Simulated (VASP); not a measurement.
# Mg4H (Cmmm) in VASP: notebook

Runs on Mg4H. Level: PBE. Tasks: single point, relaxation of cell and atoms.

Everything below comes from runs of VASP 6.6.1. Logs are shortened: lines on timing, memory, paths and dates and some standing lists are left out, and cuts for length are marked.

### Step 1. The cell of the first run

Symmetry: Cmmm, No. 65, orthorhombic system. Conventional cell: a = 4.443 Å, b = 5.512 Å, c = 5.461 Å, α = 90.00°, β = 90.00°, γ = 90.00°. Mg (site symmetry mm2) has 3 Mg at 2.04 to 2.26 Å and 2 H at 2.49 Å within 2.7 Å. Within 2.6 Å of Mg (site symmetry 2mm) lie 4 Mg at 1.92 to 2.52 Å. Within 3.3 Å of H (site symmetry mmm) lie 12 Mg at 2.49 to 2.98 Å.

The cell was built from a structure type or drawn by symmetry, and may not be a known phase.

### Step 2. Single point, PBE

Contents of INCAR:

```
ALGO = Normal
EDIFF = 1E-6
ENCUT = 520
GGA = PE
ISIF = 2
ISMEAR = 0
LASPH = True
LCHARG = False
LREAL = False
LWAVE = False
NBANDS = 12
NELM = 80
PREC = Accurate
SIGMA = 0.1
```

Contents of KPOINTS:

```
k-points
0
Gamma
  6 6 4
```

Contents of POSCAR:

```
Mg4H
1.0
    2.2215647800     -2.7560247000      0.0000000000
    2.2215647800      2.7560247000      0.0000000000
    0.0000000000      0.0000000000      5.4608026800
Mg H
4 1
Direct
    0.0000000000      0.0000000000      0.7073582900
    0.0000000000      0.0000000000      0.2926417100
    0.7162022600      0.7162022600      0.0000000000
    0.2837977400      0.2837977400      0.0000000000
    0.5000000000      0.5000000000      0.5000000000
```

Potentials or basis: VASP PAW PBE potentials, release 64 (Mg, H).

On the command line:

```console
cat potpaw_PBE.64/Mg/POTCAR potpaw_PBE.64/H/POTCAR > POTCAR
mpirun -np 1 vasp_std > vasp.out
```

OUTCAR:

```text
EDIFF = 1E-6
   ENCUT = 520
   GGA = PE
   ISIF = 2
   ISMEAR = 0
   LASPH = True
   LREAL = False
   NELM = 80
   PREC = Accurate

 ion  position               nearest neighbor table
   1  0.000  0.000  0.707-   3 2.04   4 2.04   2 2.26   2 3.20   3 3.33   3 3.33   4 3.33   4 3.33
                             3 3.56   4 3.56
   2  0.000  0.000  0.293-   3 2.04   4 2.04   1 2.26   1 3.20   3 3.33   3 3.33   4 3.33   4 3.33
                             3 3.56   4 3.56
   3  0.716  0.716  0.000-   4 1.92   2 2.04   1 2.04   4 2.52   4 2.77   4 2.77   1 3.33   2 3.33
                             1 3.33   2 3.33   1 3.56   2 3.56
   4  0.284  0.284  0.000-   3 1.92   2 2.04   1 2.04   3 2.52   3 2.77   3 2.77   1 3.33   2 3.33
                             1 3.33   2 3.33   1 3.56   2 3.56
   5  0.500  0.500  0.500-

  LATTYP: Found a base centered orthorhombic cell.
 ALAT       =     4.4431295600
 B/A-ratio  =     1.2405781388
 C/A-ratio  =     1.2290442145

  Lattice vectors:

 A1 = (   2.2215647800,  -2.7560247000,   0.0000000000)
 A2 = (   2.2215647800,   2.7560247000,   0.0000000000)
 A3 = (   0.0000000000,   0.0000000000,   5.4608026800)

Analysis of symmetry for initial positions (statically):
=====================================================================
 Subroutine PRICEL returns:
 Original cell was already a primitive cell.

 Routine SETGRP: Setting up the symmetry group for a
 base centered orthorhombic supercell.

 Subroutine GETGRP returns: Found  8 space group operations
 (whereof  8 operations were pure point group operations)
 out of a pool of  8 trial point group operations.

The static configuration has the point symmetry D_2h.

Analysis of symmetry for dynamics (positions and initial velocities):
=====================================================================
 Subroutine PRICEL returns:
 Original cell was already a primitive cell.

 Routine SETGRP: Setting up the symmetry group for a
 base centered orthorhombic supercell.

 Subroutine GETGRP returns: Found  8 space group operations
 (whereof  8 operations were pure point group operations)
 out of a pool of  8 trial point group operations.

The dynamic configuration has the point symmetry D_2h.

 Subroutine INISYM returns: Found  8 space group operations
 (whereof  8 operations are pure point group operations),
 and found     1 'primitive' translations

----------------------------------------------------------------------------------------

                                     Primitive cell

  volume of cell :      66.8696

  direct lattice vectors                    reciprocal lattice vectors
     2.221564780 -2.756024700  0.000000000     0.225066586 -0.181420725  0.000000000
     2.221564780  2.756024700  0.000000000     0.225066586  0.181420725  0.000000000
     0.000000000  0.000000000  5.460802680     0.000000000  0.000000000  0.183123262

  length of vectors
     3.539918392  3.539918392  5.460802680     0.289082078  0.289082078  0.183123262

  position of ions in fractional coordinates (direct lattice)
     0.000000000  0.000000000  0.707358290
     0.000000000  0.000000000  0.292641710
     0.716202260  0.716202260  0.000000000
     0.283797740  0.283797740  0.000000000
     0.500000000  0.500000000  0.500000000

  ion indices of the primitive-cell ions
   primitive index   ion index
                 1           1
                 2           2
                 3           3
                 4           4
                 5           5

----------------------------------------------------------------------------------------

 KPOINTS: k-points

Automatic generation of k-mesh.
 Grid dimensions read from file:
 generate k-points for:    6    6    4

 Generating k-lattice:

  Cartesian coordinates                     Fractional coordinates (reciprocal lattice)
     0.037511098 -0.030236788  0.000000000     0.166666667  0.000000000  0.000000000
     0.037511098  0.030236788  0.000000000     0.000000000  0.166666667  0.000000000
     0.000000000  0.000000000  0.045780816     0.000000000  0.000000000  0.250000000

  Length of vectors
     0.048180346  0.048180346  0.045780816

  Shift w.r.t. Gamma in fractional coordinates (k-lattice)
     0.000000000  0.000000000  0.000000000

 Subroutine IBZKPT returns following result:
 ===========================================

 Found     39 irreducible k-points:

 Following reciprocal coordinates:
            Coordinates               Weight
  0.000000  0.000000  0.000000      1.000000
  0.166667  0.000000  0.000000      4.000000
  0.333333  0.000000  0.000000      4.000000
  0.500000  0.000000  0.000000      2.000000
  0.166667  0.166667  0.000000      2.000000
  0.333333  0.166667  0.000000      4.000000
[... 16 lines left out ...]
  0.333333  0.333333  0.250000      4.000000
  0.500000  0.333333  0.250000      8.000000
 [... further k-points ...]
[... 33 lines left out ...]
   ISMEAR =     0;   SIGMA  =   0.10  broadening in eV -4-tet -1-fermi 0-gaus
   EFERMI_NEDOS =   21; number of points for ismear=-14 and -15
   IALGO  =     38    algorithm
   IMIX   =      4    mixing-type and parameters
     AMIX     =   0.40;   BMIX     =  1.00
     AMIX_MAG =   1.60;   BMIX_MAG =  1.00
  volume/ion in A,a.u.               =      13.37        90.25
  Fermi-wavevector in a.u.,A,eV,Ry     =   0.838969  1.585422  9.576729  0.703870
  Thomas-Fermi vector in A             =   1.953111
   LORBIT       =      0    0 simple, 1 ext, 2 COOP (PROOUT), +10 PAW based schemes
   GGA     = PE    functional components
   LHFCALC =     F    Hartree Fock is set to
   AEXX    =    0.0000 exact exchange contribution
   IVDW    =     0    specifies the selected vdW correction
   LEPSILON=     F    determine dielectric tensor
   LRPA    =     F    only Hartree local field effects (RPA)
 non-spin polarized calculation
 Gauss-broadening in eV      SIGMA  =   0.10
  energy-cutoff  :      520.00
  volume of cell :       66.87
 maximum number of plane-waves:      1824
 NGX is ok and might be reduce to    28
   NGX = 13   NGY = 13   NGZ = 21

 number of electron       9.0000000 magnetization

 Free energy of the ion-electron system (eV)
  ---------------------------------------------------
  ext. energy  EPLUGINS =         0.00000000
  ---------------------------------------------------
  free energy    TOTEN  =         4.55715332 eV

  energy without entropy =        4.56649142  energy(sigma->0) =        4.56182237

 E-fermi :   4.7118     XC(G=0):  -9.6431

 val. band max:        4.6798284522   @ k =   0.1667   0.1667   0.2500
 cond. band min:       4.7443502955   @ k =   0.3333   0.3333   0.2500
 fundamental gap:      0.0645218433
 Fermi energy:         4.7118264696

 k-point     1 :       0.0000    0.0000    0.0000
  band No.  band energies     occupation
      1      -4.3446      2.00000
      2       0.0008      2.00000
      3       1.1361      2.00000
      4       6.6482      0.00000
      5       6.7848      0.00000
      6       7.6326      0.00000
      7       8.2319      0.00000
      8       8.5646      0.00000
      9      11.4309      0.00000
     10      11.6892      0.00000
     11      12.3080      0.00000
     12      12.3631      0.00000

 k-point     2 :       0.1667    0.0000    0.0000
  band No.  band energies     occupation
      1      -3.9990      2.00000
      2       0.2599      2.00000
      3       1.4574      2.00000
      4       4.0234      2.00000
      5       6.4890      0.00000
      6       7.6052      0.00000
      7       8.7124      0.00000
      8       8.8742      0.00000
      9      10.8742      0.00000
     10      11.0886      0.00000
     11      11.6822      0.00000
     12      11.8524      0.00000
[... 301 lines left out ...]
 k-point    23 :       0.3333    0.3333    0.2500
  band No.  band energies     occupation
      1      -0.8456      2.00000
      2       0.5897      2.00000
      3       1.4636      2.00000
      4       2.4101      2.00000
      5       3.7265      2.00000
      6       4.7444      0.64555
      7       6.2392      0.00000
      8       7.7912      0.00000
      9       8.8596      0.00000
     10       9.0192      0.00000
     11      11.2103      0.00000
     12      13.6032      0.00000

 k-point    24 :       0.5000    0.3333    0.2500
  band No.  band energies     occupation
      1      -0.6519      2.00000
      2       0.6730      2.00000
      3       1.6526      2.00000
      4       3.0039      2.00000
      5       3.9311      2.00000
      6       4.9660      0.00032
      7       6.1151      0.00000
      8       6.9114      0.00000
      9       7.5851      0.00000
     10       9.1458      0.00000
     11       9.6438      0.00000
     12      12.4408      0.00000

 [... further k-points ...]

------------------------ aborting loop because EDIFF is reached ----------------------------------------

  FORCE on cell =-STRESS in cart. coord.  units (eV):
  Direction    XX          YY          ZZ          XY          YZ          ZX
  --------------------------------------------------------------------------------------
  -------------------------------------------------------------------------------------
  Total       34.6453989     -0.7131315     37.2273868      0.0000000      0.0000000      0.0000000
  in kB      830.0945864    -17.0864424    891.9583320      0.0000000      0.0000000      0.0000000
  external PRESSURE =     568.3221587 kB  Pullay stress =       0.0000000 kB

 VOLUME and BASIS-vectors are now :
 -----------------------------------------------------------------------------
  energy-cutoff  :      520.00
  volume of cell :       66.87
      direct lattice vectors                 reciprocal lattice vectors
     2.221564780 -2.756024700  0.000000000     0.225066586 -0.181420725  0.000000000
     2.221564780  2.756024700  0.000000000     0.225066586  0.181420725  0.000000000
     0.000000000  0.000000000  5.460802680     0.000000000  0.000000000  0.183123262

 POSITION                                       TOTAL-FORCE (eV/Angst)
 -----------------------------------------------------------------------------------
      0.00000      0.00000      3.86274        -0.000000     -0.000000     -6.131090
      0.00000      0.00000      1.59806        -0.000000     -0.000000      6.131090
      3.18218      0.00000      0.00000        -1.291999     -0.000000     -0.000000
      1.26095      0.00000      0.00000         1.291999     -0.000000     -0.000000
      2.22156      0.00000      2.73040        -0.000000      0.000000     -0.000000
 -----------------------------------------------------------------------------------
    total drift:                                0.000000      0.000000     -0.000000

  FREE ENERGIE OF THE ION-ELECTRON SYSTEM (eV)
  ---------------------------------------------------
  free  energy   TOTEN  =         4.5571533166 eV

  energy  without entropy=        4.5664914250  energy(sigma->0) =        4.56182237
```

Run time: 11 s. Hardware: 1 thread of Intel Xeon 6975P-C (Granite Rapids), shared host; peak memory 0.18 GiB.

Results:

| Quantity | Value |
| --- | --- |
| Free energy | 4.5572 eV |
| Pressure | 56.8 GPa |
| Largest force | 6.131 eV/Å |
| Band gap on the k mesh | zero (an odd number of electrons rules out a gap without spin polarisation) |

Forces on the atoms (eV/Å):
```
Mg   0.000  0.000 -6.131
Mg   0.000  0.000  6.131
Mg  -1.292  0.000  0.000
Mg   1.292  0.000  0.000
H    0.000  0.000  0.000
```

Stress tensor (GPa, compression positive):
```
83.01  0.00  0.00
 0.00 -1.71  0.00
 0.00  0.00 89.20
```

Caveat: atoms lie so close that the PAW spheres overlap strongly, which falsifies energies and pressures; the cell stands under pressure; forces of over 1 eV/Å act on the atoms, so gaps and moduli don't describe the material at rest.

### Step 3. Single point, PBE

This run uses another cell than the first one, of 24.89 Å³/atom.

Contents of INCAR:

```
SYSTEM = Mg4H
PREC = Accurate ; ENCUT = 520
EDIFF = 1E-6 ; ISMEAR = 0
SIGMA = 0.1 ; LREAL = .FALSE.
LASPH = .TRUE. ; NELM = 100
ALGO = Normal ; ISIF = 2
LWAVE = .FALSE. ; LCHARG = .FALSE.
GGA = PE ; NBANDS = 12
```

Contents of KPOINTS:

```
Automatic mesh
0
G
  6 6 4
  0 0 0
```

Contents of POSCAR:

```
Mg4H
1.0
    2.7632382494     -2.6986923497      0.0000000000
    2.7632382494      2.6986923497      0.0000000000
    0.0000000000      0.0000000000      8.3435556877
Mg H
4 1
Direct
    0.0000000000      0.0000000000      0.6686950087
    0.0000000000      0.0000000000      0.3313049913
    0.7486523435      0.7486523435      0.0000000000
    0.2513476565      0.2513476565      0.0000000000
    0.5000000000      0.5000000000      0.5000000000
```

Potentials or basis: VASP PAW PBE potentials, release 64 (Mg, H).

On the command line:

```console
cat potpaw_PBE.64/Mg/POTCAR potpaw_PBE.64/H/POTCAR > POTCAR
mpirun -np 1 vasp_std > vasp.out
```

It took 20 s on 1 thread of Intel Xeon 6975P-C (Granite Rapids), shared host; peak memory 0.25 GiB.

It converged, with:

- Free energy: -6.3118 eV
- Pressure: -0.3 GPa
- Largest force: 0.018 eV/Å
- Band gap on the k mesh: zero (an odd number of electrons rules out a gap without spin polarisation)

Forces on the atoms (eV/Å):
```
Mg   0.000  0.000 -0.018
Mg   0.000  0.000  0.018
Mg  -0.005  0.000  0.000
Mg   0.005  0.000  0.000
H    0.000  0.000  0.000
```

Stress tensor (GPa, compression positive):
```
-0.44  0.00  0.00
 0.00 -0.06  0.00
 0.00  0.00 -0.34
```

Levels at points of the mesh, in eV from the Fermi level:
```tsv
k point	band 1	band 2	band 3	band 4	band 5	band 6	band 7	band 8	band 9	band 10
(0.00, 0.00, 0.00)	-6.36	-4.41	-3.39	1.23	2.70	2.88	2.96	3.12	3.21	4.20
(0.50, 0.00, 0.00)	-4.10	-3.68	-2.47	-1.60	-1.44	-0.39	3.43	4.09	4.77	4.84
(0.50, 0.50, 0.00)	-2.10	-1.76	-1.46	-1.21	-0.58	0.37	0.57	1.15	1.47	1.54
(0.00, 0.00, 0.50)	-6.19	-5.15	-1.87	-0.66	2.24	2.87	2.92	3.28	4.64	4.69
(0.50, 0.00, 0.50)	-3.96	-3.43	-3.00	-2.65	0.51	0.62	1.54	2.04	4.81	5.17
(0.50, 0.50, 0.50)	-1.93	-1.74	-1.40	-1.08	-0.71	-0.64	0.24	0.60	2.11	3.49
```

### Step 4. Relaxation of cell and atoms, PBE

Contents of INCAR:

```
PREC     = Accurate       # precision mode
ENCUT    = 600            # plane-wave cutoff, eV
EDIFF    = 1E-6           # SCF threshold, eV
ISMEAR   = 0              # smearing method
SIGMA    = 0.1            # smearing width, eV
LREAL    = F              # projectors in reciprocal space
LASPH    = T              # aspherical terms in the spheres
NELM     = 80             # most SCF steps
ALGO     = Normal         # electronic algorithm
ISIF     = 3              # what is computed and relaxed
LWAVE    = F              # write WAVECAR
LCHARG   = F              # write CHGCAR
GGA      = PE             # functional
IBRION   = 2              # ionic algorithm
NSW      = 90             # ionic steps
EDIFFG   = -0.04          # ionic threshold
```

Contents of KPOINTS:

```
Automatic mesh
0
Gamma
  6 6 4
```

Contents of POSCAR:

```
Mg4H
1.0
    2.2215647800     -2.7560247000      0.0000000000
    2.2215647800      2.7560247000      0.0000000000
    0.0000000000      0.0000000000      5.4608026800
Mg H
4 1
Direct
    0.0000000000      0.0000000000      0.7073582900
    0.0000000000      0.0000000000      0.2926417100
    0.7162022600      0.7162022600      0.0000000000
    0.2837977400      0.2837977400      0.0000000000
    0.5000000000      0.5000000000      0.5000000000
```

On the command line:

```console
cat potpaw_PBE.64/Mg/POTCAR potpaw_PBE.64/H/POTCAR > POTCAR
mpirun -np 1 vasp_std > vasp.out
```

Wall time 1.7 min (1 thread of Intel Xeon 6975P-C (Granite Rapids), shared host); peak memory 0.21 GiB.

Results (log left out):

```yaml
Free_energy: -6.2919 eV
Relaxed_volume: 24.48 Å³/atom
Relaxed_cell: a = 3.844 Å, b = 3.844 Å, c = 8.285 Å, α = 90.00°, β = 90.00°, γ = 88.92°
Space_group_after_relaxing_to_0.1_Å: Cmmm (No. 65)
Energy_gained_by_relaxing: 2169.6 meV/atom
Ionic_steps: 17
Pressure_after_relaxing: 0.0 GPa
Largest_force_after_relaxing: 0.024 eV/Å
Band_gap_on_the_k_mesh: zero (an odd number of electrons rules out a gap without spin polarisation)
```

Forces in eV/Å, atoms in the order of the input:
```
Mg   0.000  0.000 -0.020
Mg   0.000  0.000  0.020
Mg   0.024  0.000  0.000
Mg  -0.024  0.000  0.000
H    0.000  0.000  0.000
```

The path:
| step | energy change (eV) | largest force (eV/Å) | pressure (GPa) | volume (Å³) |
| --- | --- | --- | --- | --- |
| 1 | 0.0000 | 6.1305 | 56.85 | 66.87 |
| 2 | -9.6394 | 3.3303 | 3.04 | 120.46 |
| 3 | -9.6405 | 3.3968 | 2.63 | 122.74 |
| 4 | -10.5891 | 0.6644 | -1.34 | 133.84 |
| 5 | -10.5963 | 0.5691 | -1.54 | 135.00 |
| 6 | -10.6792 | 0.4615 | -1.01 | 130.00 |
| 7 | -10.7501 | 0.1834 | 0.50 | 120.69 |
| 8 | -10.7765 | 0.1576 | 0.41 | 120.97 |
| 9 | -10.7986 | 0.2862 | 0.32 | 121.34 |
| 10 | -10.7679 | 0.7132 | 0.28 | 121.74 |
| 11 | -10.8028 | 0.3340 | 0.29 | 121.44 |
| 12 | -10.8054 | 0.4613 | 0.24 | 121.63 |
| 13 | -10.8233 | 0.3302 | -0.02 | 122.59 |
| 14 | -10.8235 | 0.3201 | -0.04 | 122.68 |
| 15 | -10.8424 | 0.1752 | -0.05 | 122.62 |
| 16 | -10.8474 | 0.0554 | -0.04 | 122.56 |
| 17 | -10.8479 | 0.0242 | 0.00 | 122.42 |

Final structure:
```cif
data_structure
_symmetry_space_group_name_H-M 'P 1'
_symmetry_Int_Tables_number 1
_cell_length_a 3.8442
_cell_length_b 3.8442
_cell_length_c 8.2854
_cell_angle_alpha 90.000
_cell_angle_beta 90.000
_cell_angle_gamma 88.916
_cell_volume 122.42
loop_
_atom_site_label
_atom_site_type_symbol
_atom_site_fract_x
_atom_site_fract_y
_atom_site_fract_z
_atom_site_occupancy
Mg1 Mg 0.00000 0.00000 0.66906 1
Mg2 Mg 0.00000 0.00000 0.33094 1
Mg3 Mg 0.74791 0.74791 0.00000 1
Mg4 Mg 0.25209 0.25209 0.00000 1
H1 H 0.50000 0.50000 0.50000 1
```

Levels at points of the mesh, in eV from the Fermi level:
| k point | band 3 | band 4 | band 5 | band 6 | band 7 | band 8 |
| --- | --- | --- | --- | --- | --- | --- |
| (0.00, 0.00, 0.00) | -3.42 | 1.28 | 2.75 | 2.92 | 3.00 | 3.14 |
| (0.50, 0.00, 0.00) | -2.49 | -1.60 | -1.45 | -0.42 | 3.48 | 4.16 |
| (0.50, 0.50, 0.00) | -1.50 | -1.19 | -0.58 | 0.39 | 0.60 | 1.17 |
| (0.00, 0.00, 0.50) | -1.89 | -0.64 | 2.29 | 2.88 | 2.96 | 3.27 |
| (0.50, 0.00, 0.50) | -3.04 | -2.67 | 0.52 | 0.62 | 1.59 | 2.06 |
| (0.50, 0.50, 0.50) | -1.44 | -1.05 | -0.70 | -0.67 | 0.24 | 0.57 |

Caveat: the volume moved by over 15 % at a fixed basis, so the end points are rough.

### Step 5. The runs side by side

| task | cell | cutoff (eV) | gap on the mesh (eV) | pressure (GPa) | largest force (eV/Å) |
| --- | --- | --- | --- | --- | --- |
| single point | a = 3.540, b = 3.540, c = 5.461 Å, angles 90.0, 90.0, 102.3°, 5 atoms, atomic positions A | 520 | none | 56.8 | 6.13 |
| single point | a = 3.862, b = 3.862, c = 8.344 Å, angles 90.0, 90.0, 88.6°, 5 atoms, atomic positions B | 520 | none | -0.3 | 0.02 |
| relaxation of cell and atoms | relaxed from a = 3.540, b = 3.540, c = 5.461 Å, angles 90.0, 90.0, 102.3°, 5 atoms, atomic positions A | 600 | none | 0.0 | 0.02 |

Alike in all rows: level PBE; potentials or basis VASP PAW PBE potentials, release 64 (Mg, H); no spin polarisation; k mesh 6 × 6 × 4; smearing gaussian 0.1 eV.

Caveats: atoms lie so close that the PAW spheres overlap strongly, which falsifies energies and pressures (at least some runs); the cell stands under pressure (at least some runs); forces of over 1 eV/Å act on the atoms, so gaps and moduli don't describe the material at rest (at least some runs); the volume moved by over 15 % at a fixed basis, so the end points are rough (at least some runs).

Total energies depend on the potentials used, so only differences within one code and one set of settings carry meaning.
